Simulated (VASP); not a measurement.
# Ge15Mo (F-43m) in VASP: single point with PBEsol+U

Aim: the single point of Ge15Mo with PBEsol+U.

Program: VASP 6.6.1. These are calculated values, not measurements. Logs are shortened: lines on timing, memory, paths and dates and some standing lists are left out, and cuts for length are marked.

### 1 The cell of the first run

The structure is cubic, space group F-43m (No. 216). The conventional cell has a = 11.315 Å, b = 11.315 Å, c = 11.315 Å, α = 90.00°, β = 90.00°, γ = 90.00°. Within 3.3 Å of Mo (site symmetry -43m) lie 4 Ge at 2.48 Å. Within 3.2 Å of Ge (site symmetry 2mm) lie 4 Ge at 2.44 to 2.45 Å. Within 3.2 Å of Ge (site symmetry -43m) lie 4 Ge at 2.45 Å. Within 3.2 Å of Ge (site symmetry 3m) lie 3 Ge at 2.44 Å and 1 Mo at 2.48 Å. Within 3.2 Å of Ge (site symmetry 3m) lie 4 Ge at 2.45 Å.

### 2 Single point, PBEsol+U, collinear spin, zero start

The input, INCAR:

```
SYSTEM = Ge15Mo
  PREC = Accurate
  ENCUT = 520
  EDIFF = 1E-6
  ISMEAR = 0
  SIGMA = 0.05
  LREAL = Auto
  LASPH = .True.
  NELM = 150
  ALGO = Normal
  ISIF = 2
  LWAVE = .False.
  LCHARG = .True.
  ISPIN = 2
  MAGMOM = 0 0 0 0 0 0 0 0 0 0 0 0 0 0 0 0
  LORBIT = 11
  NUPDOWN = 0.0
  LMAXMIX = 4
  LDAU = .True.
  LDAUTYPE = 2
  LDAUL = 2 -1
  LDAUU = 2 0
  LDAUJ = 0 0
  LDAUPRINT = 1
  GGA = PS
  LELF = .True.
  LVHAR = .True.
  NBANDS = 130
```

The input, KPOINTS:

```
Automatic mesh
0
Gamma
  3 3 3
  0 0 0
```

The input, POSCAR:

```
Ge15Mo
1.0
    0.0000000000      5.6575400000      5.6575400000
    5.6575400000      0.0000000000      5.6575400000
    5.6575400000      5.6575400000      0.0000000000
Mo Ge
1 15
Direct
    1.0000000000      0.0000000000      0.0000000000
    0.9995146617      0.9995146617      0.5004853383
    0.9995146617      0.5004853383      0.9995146617
    0.9995146617      0.5004853383      0.5004853383
    0.5004853383      0.9995146617      0.9995146617
    0.5004853383      0.9995146617      0.5004853383
    0.5004853383      0.5004853383      0.9995146617
    0.5000000000      0.5000000000      0.5000000000
    0.1263979545      0.1263979545      0.1263979545
    0.1263979545      0.1263979545      0.6208061366
    0.1263979545      0.6208061366      0.1263979545
    0.1253009340      0.6248996887      0.6248996887
    0.6208061366      0.1263979545      0.1263979545
    0.6248996887      0.1253009340      0.6248996887
    0.6248996887      0.6248996887      0.1253009340
    0.6248996887      0.6248996887      0.6248996887
```

Potentials or basis: VASP PAW PBE potentials, release 64 (Mo_sv, Ge_d).

Started as:

```
$ cat potpaw_PBE.64/Mo_sv/POTCAR potpaw_PBE.64/Ge_d/POTCAR > POTCAR
$ mpirun -np 1 vasp_std > vasp.out
```

OUTCAR:

```text
SYSTEM = Ge15Mo
   PREC = Accurate
   ENCUT = 520
   EDIFF = 1E-6
   ISMEAR = 0
   LREAL = Auto
   LASPH = .True.
   NELM = 150
   ISIF = 2
   ISPIN = 2
   LORBIT = 11
   NUPDOWN = 0.0
   GGA = PS

 ion  position               nearest neighbor table
   1  0.000  0.000  0.000-  10 2.48  11 2.48  13 2.48   9 2.48
   2  1.000  1.000  0.500-   9 2.44  10 2.44  12 2.45  14 2.45
   3  1.000  0.500  1.000-   9 2.44  11 2.44  12 2.45  15 2.45
   4  1.000  0.500  0.500-  10 2.44  11 2.44  16 2.45  12 2.45
   5  0.500  1.000  1.000-   9 2.44  13 2.44  14 2.45  15 2.45
   6  0.500  1.000  0.500-  10 2.44  13 2.44  16 2.45  14 2.45
[... 8 lines left out ...]
  15  0.625  0.625  0.125-   3 2.45   5 2.45   7 2.45   8 2.45
  16  0.625  0.625  0.625-   4 2.45   6 2.45   7 2.45   8 2.45

  LATTYP: Found a face centered cubic cell.
 ALAT       =    11.3150800000

  Lattice vectors:

 A1 = (   0.0000000000,   5.6575400000,   5.6575400000)
 A2 = (   5.6575400000,   0.0000000000,   5.6575400000)
 A3 = (   5.6575400000,   5.6575400000,   0.0000000000)

Analysis of symmetry for initial positions (statically):
=====================================================================
 Subroutine PRICEL returns:
 Original cell was already a primitive cell.

 Routine SETGRP: Setting up the symmetry group for a
 face centered cubic supercell.

 Subroutine GETGRP returns: Found 24 space group operations
 (whereof 24 operations were pure point group operations)
 out of a pool of 48 trial point group operations.

The static configuration has the point symmetry T_d .

Analysis of symmetry for dynamics (positions and initial velocities):
=====================================================================
 Subroutine PRICEL returns:
 Original cell was already a primitive cell.

 Routine SETGRP: Setting up the symmetry group for a
 face centered cubic supercell.

 Subroutine GETGRP returns: Found 24 space group operations
 (whereof 24 operations were pure point group operations)
 out of a pool of 48 trial point group operations.

The dynamic configuration has the point symmetry T_d .

Analysis of structural, dynamic, and magnetic symmetry:
=====================================================================
 Subroutine PRICEL returns:
 Original cell was already a primitive cell.

 Routine SETGRP: Setting up the symmetry group for a
 face centered cubic supercell.

 Subroutine GETGRP returns: Found 24 space group operations
 (whereof 24 operations were pure point group operations)
 out of a pool of 48 trial point group operations.

The overall configuration has the point symmetry T_d .

 Subroutine INISYM returns: Found 24 space group operations
 (whereof 24 operations are pure point group operations),
 and found     1 'primitive' translations

----------------------------------------------------------------------------------------

                                     Primitive cell

  volume of cell :     362.1704

  direct lattice vectors                    reciprocal lattice vectors
     0.000000000  5.657540000  5.657540000    -0.088377634  0.088377634  0.088377634
     5.657540000  0.000000000  5.657540000     0.088377634 -0.088377634  0.088377634
     5.657540000  5.657540000  0.000000000     0.088377634  0.088377634 -0.088377634

  length of vectors
     8.000969798  8.000969798  8.000969798     0.153074553  0.153074553  0.153074553

  position of ions in fractional coordinates (direct lattice)
     0.000000000  0.000000000  0.000000000
     0.999514662  0.999514662  0.500485338
     0.999514662  0.500485338  0.999514662
[... 109 lines left out ...]
   angular momentum for each species LDAUL =     2   -1
   U (eV)           for each species LDAUU =   2.0  0.0
   J (eV)           for each species LDAUJ =   0.0  0.0
   GGA     = PS    functional components
   LHFCALC =     F    Hartree Fock is set to
   AEXX    =    0.0000 exact exchange contribution
   IVDW    =     0    specifies the selected vdW correction
   LEPSILON=     F    determine dielectric tensor
   LRPA    =     F    only Hartree local field effects (RPA)
 spin polarized calculation
 Gauss-broadening in eV      SIGMA  =   0.05
  energy-cutoff  :      520.00
  volume of cell :      362.17
 maximum number of plane-waves:      9765
   NGX = 29   NGY = 29   NGZ = 29

 number of electron     224.0000123 magnetization       0.0000000

atom =   1  type =  1  l = 2

 onsite density matrix

spin component  1

  0.4356  0.0000  0.0000  0.0000 -0.0000
  0.0000  0.4356 -0.0000  0.0000  0.0000
  0.0000 -0.0000  0.3583 -0.0000  0.0000
  0.0000  0.0000 -0.0000  0.4356  0.0000
 -0.0000  0.0000  0.0000  0.0000  0.3583

spin component  2

  0.4356  0.0000  0.0000  0.0000  0.0000
  0.0000  0.4356 -0.0000  0.0000  0.0000
  0.0000 -0.0000  0.3583 -0.0000  0.0000
  0.0000  0.0000 -0.0000  0.4356  0.0000
  0.0000  0.0000  0.0000  0.0000  0.3583

 occupancies and eigenvectors

  o =  0.3583  v =  0.0000  0.0000 -0.0710 -0.0000  0.9975  0.0000  0.0000  0.0000  0.0000  0.0000      0.0000  0.0000  0.0000  0.0000  0.0000  0.0000  0.0000  0.0000  0.0000  0.0000
  o =  0.3583  v =  0.0000 -0.0000  0.9975  0.0000  0.0710  0.0000  0.0000  0.0000  0.0000  0.0000      0.0000  0.0000  0.0000  0.0000  0.0000  0.0000  0.0000  0.0000  0.0000  0.0000
  o =  0.3583  v =  0.0000  0.0000  0.0000  0.0000  0.0000  0.0000 -0.0000  0.8118 -0.0000  0.5839      0.0000  0.0000  0.0000  0.0000  0.0000  0.0000  0.0000  0.0000  0.0000  0.0000
  o =  0.3583  v =  0.0000  0.0000  0.0000  0.0000  0.0000  0.0000  0.0000 -0.5839  0.0000  0.8118      0.0000  0.0000  0.0000  0.0000  0.0000  0.0000  0.0000  0.0000  0.0000  0.0000
  o =  0.4356  v =  1.0000  0.0000  0.0000  0.0000  0.0000  0.0000  0.0000  0.0000  0.0000  0.0000      0.0000  0.0000  0.0000  0.0000  0.0000  0.0000  0.0000  0.0000  0.0000  0.0000
  o =  0.4356  v =  0.0000  0.7038  0.0000  0.7104  0.0000  0.0000  0.0000  0.0000  0.0000  0.0000      0.0000  0.0000  0.0000  0.0000  0.0000  0.0000  0.0000  0.0000  0.0000  0.0000
  o =  0.4356  v =  0.0000  0.7104  0.0000 -0.7038 -0.0000  0.0000  0.0000  0.0000  0.0000  0.0000      0.0000  0.0000  0.0000  0.0000  0.0000  0.0000  0.0000  0.0000  0.0000  0.0000
  o =  0.4356  v =  0.0000  0.0000  0.0000  0.0000  0.0000  0.0000 -0.9475 -0.0000  0.3196  0.0000      0.0000  0.0000  0.0000  0.0000  0.0000  0.0000  0.0000  0.0000  0.0000  0.0000
  o =  0.4356  v =  0.0000  0.0000  0.0000  0.0000  0.0000  0.0000  0.3196  0.0000  0.9475  0.0000      0.0000  0.0000  0.0000  0.0000  0.0000  0.0000  0.0000  0.0000  0.0000  0.0000
  o =  0.4356  v =  0.0000  0.0000  0.0000  0.0000  0.0000  1.0000  0.0000  0.0000  0.0000  0.0000      0.0000  0.0000  0.0000  0.0000  0.0000  0.0000  0.0000  0.0000  0.0000  0.0000

 number of electron     224.0000123 magnetization      -0.0000000

 Free energy of the ion-electron system (eV)
  ---------------------------------------------------
  ext. energy  EPLUGINS =         0.00000000
  ---------------------------------------------------
  free energy    TOTEN  =       -79.86121276 eV

  energy without entropy =      -79.84466950  energy(sigma->0) =      -79.85294113

 E-fermi :   4.6872     XC(G=0): -10.2061

 val. band max:        4.5646870239   @ k =  -0.3333   0.3333   0.0000
 cond. band min:       4.6927820272   @ k =   0.3333   0.0000   0.0000
 fundamental gap:      0.1280950033
 Fermi energy:         4.6872522484

 spin component 1

 k-point     1 :       0.0000    0.0000    0.0000
  band No.  band energies     occupation
      1     -55.8701      1.00000
      2     -30.0367      1.00000
      3     -30.0367      1.00000
      4     -30.0367      1.00000
      5     -19.8435      1.00000
      6     -19.8435      1.00000
[... 497 lines left out ...]
    123       8.0974      0.00000
    124       8.1663      0.00000
 Fermi energy:         4.6872388973

 spin component 2

 k-point     1 :       0.0000    0.0000    0.0000
  band No.  band energies     occupation
      1     -55.8701      1.00000
      2     -30.0367      1.00000
      3     -30.0367      1.00000
      4     -30.0367      1.00000
      5     -19.8435      1.00000
      6     -19.8435      1.00000
[... 497 lines left out ...]
    123       8.0974      0.00000
    124       8.1663      0.00000
 [bands above 124 left out]

------------------------ aborting loop because EDIFF is reached ----------------------------------------

  FORCE on cell =-STRESS in cart. coord.  units (eV):
  Direction    XX          YY          ZZ          XY          YZ          ZX
  --------------------------------------------------------------------------------------
  -------------------------------------------------------------------------------------
  Total        1.6004221      1.6004221      1.6004221     -0.0000000      0.0000000      0.0000000
  in kB        7.0799830      7.0799830      7.0799830     -0.0000000      0.0000000      0.0000000
  external PRESSURE =       7.0799830 kB  Pullay stress =       0.0000000 kB

 VOLUME and BASIS-vectors are now :
 -----------------------------------------------------------------------------
  energy-cutoff  :      520.00
  volume of cell :      362.17
      direct lattice vectors                 reciprocal lattice vectors
     0.000000000  5.657540000  5.657540000    -0.088377634  0.088377634  0.088377634
     5.657540000  0.000000000  5.657540000     0.088377634 -0.088377634  0.088377634
     5.657540000  5.657540000  0.000000000     0.088377634  0.088377634 -0.088377634

 POSITION                                       TOTAL-FORCE (eV/Angst)
 -----------------------------------------------------------------------------------
      0.00000      0.00000      0.00000         0.000000      0.000000      0.000000
      8.48631      8.48631     11.30959         0.000000      0.000000     -0.110613
      8.48631     11.30959      8.48631         0.000000     -0.110613      0.000000
      5.66303      8.48631      8.48631         0.110613      0.000000      0.000000
     11.30959      8.48631      8.48631        -0.110613      0.000000      0.000000
      8.48631      5.66303      8.48631         0.000000      0.110613      0.000000
[... 8 lines left out ...]
      4.24429      4.24429      7.07079         0.017130      0.017130     -0.017130
      7.07079      7.07079      7.07079        -0.017130     -0.017130     -0.017130
 -----------------------------------------------------------------------------------
    total drift:                                0.000001      0.000001      0.000001

  FREE ENERGIE OF THE ION-ELECTRON SYSTEM (eV)
  ---------------------------------------------------
  free  energy   TOTEN  =       -79.8612127593 eV

  energy  without entropy=      -79.8446694959  energy(sigma->0) =      -79.85294113

 total charge

# of ion       s       p       d       tot
------------------------------------------
    1        2.356   6.075   3.999  12.430
    2        1.134   1.243  10.026  12.403
    3        1.134   1.243  10.026  12.403
    4        1.134   1.243  10.026  12.403
    5        1.134   1.243  10.026  12.403
    6        1.134   1.243  10.026  12.403
[... 8 lines left out ...]
   15        1.121   1.265  10.025  12.411
   16        1.121   1.265  10.025  12.411
--------------------------------------------------
tot         19.320  25.028 154.401 198.749

 magnetization (x)

# of ion       s       p       d       tot
------------------------------------------
    1        0.000  -0.000  -0.000  -0.000
    2        0.000   0.000  -0.000   0.000
    3        0.000   0.000  -0.000   0.000
    4        0.000   0.000  -0.000   0.000
    5        0.000   0.000  -0.000   0.000
    6        0.000   0.000  -0.000   0.000
[... 8 lines left out ...]
   15       -0.000  -0.000   0.000   0.000
   16       -0.000  -0.000   0.000   0.000
--------------------------------------------------
tot         -0.000   0.000  -0.000  -0.000
```

It took 17 min on 1 thread of Oxide Virtual Turin-like, shared host; peak memory 0.75 GiB.

What came out:

| Property | Result |
| --- | --- |
| Free energy | -79.8612 eV |
| Pressure | 0.7 GPa |
| Largest force | 0.606 eV/Å |
| Net moment | 0.00 μB per cell |
| Valence electrons inside the program's atomic spheres | Mo 12.43; Ge 12.40, 12.41, 12.46 (each value once) |

Forces on the atoms (eV/Å):
```
Mo   0.000  0.000  0.000
Ge   0.000  0.000 -0.111
Ge   0.000 -0.111  0.000
Ge   0.111  0.000  0.000
Ge  -0.111  0.000  0.000
Ge   0.000  0.111  0.000
Ge   0.000  0.000  0.111
Ge   0.000  0.000  0.000
Ge  -0.350 -0.350 -0.350
Ge   0.350  0.350 -0.350
Ge   0.350 -0.350  0.350
Ge  -0.017  0.017  0.017
Ge  -0.350  0.350  0.350
Ge   0.017 -0.017  0.017
Ge   0.017  0.017 -0.017
Ge  -0.017 -0.017 -0.017
```

Eigenvalues of the final occupation matrices:
| site | spin | trace | eigenvalues |
| --- | --- | --- | --- |
| site 1 d | 1 | 2.02 | 0.36 0.36 0.44 0.44 0.44 |
| site 1 d | 2 | 2.02 | 0.36 0.36 0.44 0.44 0.44 |

Caveat: the PAW data sets were made with another functional, which shifts forces and pressure a little; the total moment is fixed, so each spin has its own Fermi level; the U is typed as a test and isn't derived for this compound.
